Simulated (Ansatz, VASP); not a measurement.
Ag: VASP and Ansatz over several settings

```
Ag
1.0
     0.00000    2.06963    2.06963
     2.06963    0.00000    2.06963
     2.06963    2.06963    0.00000
Ag
1
Direct
  0.00000 0.00000 0.00000
```

Single points on this cell with VASP 6.6.1 and Ansatz 0.2.0. Each row is one pair of runs. Alike in all rows: spin: off; k mesh: 11 × 11 × 11; smearing: fermi-dirac, width 0.05 eV.

```tsv
level	VASP's potentials, cutoff	Ansatz's potentials, cutoff	gap on the k mesh at the Fermi level (eV), VASP	gap on the k mesh at the Fermi level (eV), Ansatz	pressure (GPa), VASP	pressure (GPa), Ansatz
r2SCAN	VASP PAW PBE potentials, release 64 (Ag), 520 eV	Ansatz PAW, 500 eV	none	none	-2.5	-2.6
PBE+D3(BJ)	VASP PAW PBE potentials, release 64 (Ag), 520 eV	Ansatz PAW, 420 eV	none	none	-5.0	-4.9
revPBE	VASP PAW PBE potentials, release 64 (Ag), 520 eV	Ansatz PAW, 420 eV	none	none	3.1	3.2
BLYP+D3(BJ)	VASP PAW PBE potentials, release 64 (Ag), 520 eV	Ansatz PAW, 420 eV	none	none	-4.5	-4.6
r2SCAN+D4	VASP PAW PBE potentials, release 64 (Ag), 520 eV	Ansatz PAW, 500 eV	none	none	-4.0	-4.1
LDA	VASP PAW LDA potentials, release 64 (Ag), 520 eV	Ansatz PAW, 420 eV	none	none	-10.6	-10.8
PBE	VASP PAW PBE potentials, release 64 (Ag), 520 eV	Ansatz PAW, 420 eV	none	none	0.2	0.4
LDA	VASP PAW LDA potentials, release 64 (Ag), 520 eV	JTH PAW LDA, 1380 eV	none	none	-10.6	-10.7
```

Pressure (GPa): the two programs differ by at most 0.26.

VASP's potentials hold 11 valence electrons a cell and Ansatz's 19 in some rows, so a difference there can come from the potentials and not from the codes.

A gap of «none» marks a metal or a gap that the smearing closes.
